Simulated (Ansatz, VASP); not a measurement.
CaTaO in VASP and in Ansatz

```xyz
3
Lattice="3.4188 0.0000 0.0000 0.0000 3.4188 0.0000 0.0000 0.0000 4.1701" Properties=species:S:1:pos:R:3 pbc="T T T"
Ca    1.7094    1.7094    2.0850
Ta    0.0000    0.0000    0.0000
O     0.0000    0.0000    2.0850
```

Alike in both runs: functional PBE; k mesh 14 × 14 × 12; occupations gaussian, width 0.1 eV; no spin polarisation.

Ansatz relaxed the structure, and its values are those at the end. VASP's run is a single point on that final structure, the one shown.

```csv
,VASP,Ansatz
version,VASP 6.6.1,Ansatz 0.2.0
potentials or method,"VASP PAW PBE potentials, release 64 (Ca_sv, Ta_pv, O), cutoff 520 eV","scalar-relativistic, plane waves, PAW"
valence electrons in the cell,27,29
```

```tsv
	VASP	Ansatz	Ansatz less VASP
gap on the k mesh at the Fermi level (eV)	none	none	-
pressure (GPa)	0.4	0.0	-0.36
```

A gap of «none» marks a metal or a gap that the smearing closes. With one functional, cell and mesh, what is left measures potentials, basis and numerics. VASP's potentials hold 27 valence electrons a cell and Ansatz's 29, so a difference there can come from the potentials and not from the codes.

Spin-orbit coupling is off throughout.
